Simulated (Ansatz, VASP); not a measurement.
Two plane-wave programs on Hf

Contents of POSCAR:

```
Hf
1.0
    0.0000000000      2.2200000000      2.2200000000
    2.2200000000      0.0000000000      2.2200000000
    2.2200000000      2.2200000000      0.0000000000
Hf
1
Direct
    0.0000000000      0.0000000000      0.0000000000
```

The input INCAR.step1:

```
SYSTEM = Hf
PREC     = Accurate       ! precision mode
ENCUT    = 600            ! plane-wave cutoff, eV
ISMEAR   = -1             ! smearing method
SIGMA    = 0.1            ! smearing width, eV
LREAL    = .False.        ! projectors in reciprocal space
LASPH    = .True.         ! aspherical terms in the spheres
NELM     = 100            ! most SCF steps
GGA      = PE             ! functional
ALGO     = Normal         ! electronic algorithm
EDIFF    = 1E-4           ! SCF threshold, eV
LWAVE    = .True.         ! write WAVECAR
LCHARG   = .False.        ! write CHGCAR
```

Contents of INCAR.step2:

```
SYSTEM = Hf
PREC     = Accurate       ! precision mode
ENCUT    = 600            ! plane-wave cutoff, eV
EDIFF    = 1E-7           ! SCF threshold, eV
ISMEAR   = -1             ! smearing method
SIGMA    = 0.1            ! smearing width, eV
LREAL    = .False.        ! projectors in reciprocal space
LASPH    = .True.         ! aspherical terms in the spheres
NELM     = 100            ! most SCF steps
ALGO     = Normal         ! electronic algorithm
ISIF     = 3              ! what is computed and relaxed
LWAVE    = .False.        ! write WAVECAR
LCHARG   = .False.        ! write CHGCAR
METAGGA  = R2SCAN         ! meta-GGA
LMIXTAU  = .True.       
IVDW     = 13             ! dispersion correction
VDW_S6   = 1.0          
VDW_S8   = 0.6018749    
VDW_A1   = 0.51559235   
VDW_A2   = 5.77342911   
IBRION   = 2              ! ionic algorithm
NSW      = 80             ! ionic steps
EDIFFG   = -0.05          ! ionic threshold
ISTART   = 1
```

The input KPOINTS:

```
Automatic mesh
0
Gamma
  5 5 5
  0 0 0
```

Input for Ansatz:

```yaml
crystal:
  lattice:
    - [0.0, 2.22, 2.22]
    - [2.22, 0.0, 2.22]
    - [2.22, 2.22, 0.0]
  atoms:
    - { symbol: Hf, position: [0.0, 0.0, 0.0] }
accuracy: medium
kpoints:
  mp_grid:
    grid: [5, 5, 5]
    shift: [0.0, 0.0, 0.0]
hamiltonian:
  xc: r2scan
  dispersion: d4
scf:
  occupations:
    method: fermi_dirac
relax:
  f_tol: 0.05
  max_steps: 60
  cell: {}
```

Alike in both runs: task relaxation of cell and atoms; functional r2SCAN; dispersion D4; k mesh 5 × 5 × 5; no spin polarisation.

|  | VASP | Ansatz |
| --- | --- | --- |
| version | VASP 6.6.1 | Ansatz 0.2.0 |
| potentials or method | VASP PAW PBE potentials, release 64 (Hf_pv) | plane waves, PAW |
| plane-wave cutoff (eV) | 600 | 500 |
| occupations | fermi-dirac, width 0.1 eV | fermi-dirac |
| valence electrons in the cell | 10 | 26 |

|  | VASP | Ansatz | Ansatz less VASP |
| --- | --- | --- | --- |
| relaxed volume (Å³/atom) | 22.13 | 22.24 | +0.115 |
| relaxed cell length with the largest relative difference (Å) | 3.151 | 3.157 | +0.0055 |

VASP's potentials were made for PBE, not for r2SCAN. VASP's potentials hold 10 valence electrons a cell and Ansatz's 26, so a difference there can come from the potentials and not from the codes.

The k mesh is coarse, so the values compare programs but aren't converged. Spin-orbit coupling is off throughout.
